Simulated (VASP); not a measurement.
Wanted: the native input for a VASP 6.6.1 run.

| Property | Result |
| --- | --- |
| Task | relaxation of cell and atoms |
| Functional | r2SCAN |
| Potentials or basis | VASP PAW PBE potentials, release 64 (B, As, In_d) |
| Cutoff | 550 eV |
| k mesh | 6 × 6 × 6 |
| Occupations | fermi-dirac, width 0.02 eV |
| Spin | no spin polarisation |
| Dipole correction | no |
| Further INCAR settings | ALGO = Normal; EDIFF = 1e-07; IBRION = 2; EDIFFG = -0.005; NSW = 80; ISIF = 3 |

The system is In3BAs4.

```
CELL_PARAMETERS angstrom
-2.92820 2.92820 5.76120
2.92820 -2.92820 5.76120
2.92820 2.92820 -5.76120
ATOMIC_POSITIONS crystal
B 0.00000 0.00000 0.00000
As 0.31664 0.31664 0.41482
As 0.09818 0.68336 0.00000
As 0.90182 0.90182 0.58518
As 0.68336 0.09818 0.00000
In 0.75000 0.25000 0.50000
In 0.50000 0.50000 0.00000
In 0.25000 0.75000 0.50000
```

The input as run:

POSCAR

```
In3BAs4
1.0
   -2.9281952097      2.9281952097      5.7612010198
    2.9281952097     -2.9281952097      5.7612010198
    2.9281952097      2.9281952097     -5.7612010198
B As In
1 4 3
Direct
    0.0000000000      0.0000000000      0.0000000000
    0.3166436230      0.3166436230      0.4148230065
    0.0981793835      0.6833563770      0.0000000000
    0.9018206165      0.9018206165      0.5851769935
    0.6833563770      0.0981793835      0.0000000000
    0.7500000000      0.2500000000      0.5000000000
    0.5000000000      0.5000000000      0.0000000000
    0.2500000000      0.7500000000      0.5000000000
```

INCAR.step1

```
ALGO = Normal
EDIFF = 1E-5
EDIFFG = -0.005
ENCUT = 550
GGA = PE
GGA_COMPAT = False
IBRION = 2
ISIF = 3
ISMEAR = -1
KPAR = 4
LASPH = True
LCHARG = False
LREAL = False
LWAVE = True
NELM = 120
NELMIN = 4
NSW = 100
PREC = Accurate
SIGMA = 0.02
```

INCAR.step2

```
ALGO = Normal
EDIFF = 1E-7
EDIFFG = -0.005
ENCUT = 550
GGA_COMPAT = False
IBRION = 2
ISIF = 3
ISMEAR = -1
ISTART = 1
KPAR = 4
LASPH = True
LCHARG = False
LMIXTAU = True
LREAL = False
LWAVE = False
METAGGA = R2SCAN
NELM = 120
NELMIN = 4
NSW = 80
PREC = Accurate
SIGMA = 0.02
```

KPOINTS

```
k-points
0
Gamma
  6 6 6
```

Potentials or basis: VASP PAW PBE potentials, release 64 (B, As, In_d).

The run is started by

```bash
$ cat potpaw_PBE.64/B/POTCAR potpaw_PBE.64/As/POTCAR potpaw_PBE.64/In_d/POTCAR > POTCAR
$ cp INCAR.step1 INCAR
$ mpirun -np 4 vasp_std > vasp.out
$ cp INCAR.step2 INCAR
$ mpirun -np 4 vasp_std > vasp.out
```

It gave:

The relaxed volume is 23.96 Å³/atom, the relaxed cell is a = 7.025 Å, b = 7.025 Å, c = 7.025 Å, α = 131.27°, β = 131.27°, γ = 71.38° and the space group after relaxing (to 0.1 Å) is I-42m (No. 121). The energy gained by relaxing is 5.4 meV/atom and the ionic steps are 8. The pressure after relaxing is 0.0 GPa and the band gap on the k mesh is 0.42 eV.

Caveat: semilocal functionals underestimate gaps, and a narrow one can read as zero; the PAW data sets were made with another functional, which shifts forces and pressure a little; spin-orbit coupling is left out, which moves the levels of the heavy elements.

Run time: 86 min on 4 MPI ranks on Oxide Virtual Turin-like Processor, on a shared host, peak memory 0.61 GiB a rank.
